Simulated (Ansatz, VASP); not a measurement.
One calculation of ZnS, two programs

Contents of INCAR:

```
PREC = Accurate ; ENCUT = 520
EDIFF = 1E-6 ; ISMEAR = 0
SIGMA = 0.02 ; LREAL = F
LASPH = T ; NELM = 80
ALGO = Normal ; ISIF = 2
LWAVE = F ; LCHARG = F
GGA = PE ; NBANDS = 16
```

File KPOINTS:

```
regular mesh
0
Gamma
  10 10 10
```

The input POSCAR:

```
ZnS
1.0
    0.0000000000      2.7256921770      2.7256921770
    2.7256921770      0.0000000000      2.7256921770
    2.7256921770      2.7256921770      0.0000000000
Zn S
1 1
Direct
    0.0000000000      0.0000000000      0.0000000000
    0.7500000000      0.7500000000      0.7500000000
```

Input for Ansatz:

```yaml
crystal:
  lattice:
    - [0.0, 2.725692177, 2.725692177]
    - [2.725692177, 0.0, 2.725692177]
    - [2.725692177, 2.725692177, 0.0]
  atoms:
    - { symbol: Zn, position: [0.0, 0.0, 0.0] }
    - { symbol: S, position: [0.75, 0.75, 0.75] }
basis:
  ecutwfc: 420
kpoints:
  mp_grid: { grid: [10, 10, 10] }
hamiltonian:
  xc: pbe
scf:
  occupations: { method: gaussian, width: 0.02 }
output:
  forces: true
  stress: true
  eigenvalues: true
```

Alike in both runs: task single point; functional PBE; k mesh 10 × 10 × 10; occupations gaussian, width 0.02 eV; no spin polarisation.

|  | VASP | Ansatz |
| --- | --- | --- |
| version | VASP 6.6.1 | Ansatz 0.2.0 |
| potentials or method | VASP PAW PBE potentials, release 64 (Zn, S), cutoff 520 eV | scalar-relativistic, plane waves, PAW |
| valence electrons in the cell | 18 | 18 |

|  | VASP | Ansatz | Ansatz less VASP |
| --- | --- | --- | --- |
| gap on the k mesh at the Fermi level (eV) | 2.00 | 2.00 | -0.003 |
| least direct gap on the mesh (eV) | 2.00 | 2.00 | -0.003 |
| pressure (GPa) | -0.1 | -0.3 | -0.15 |
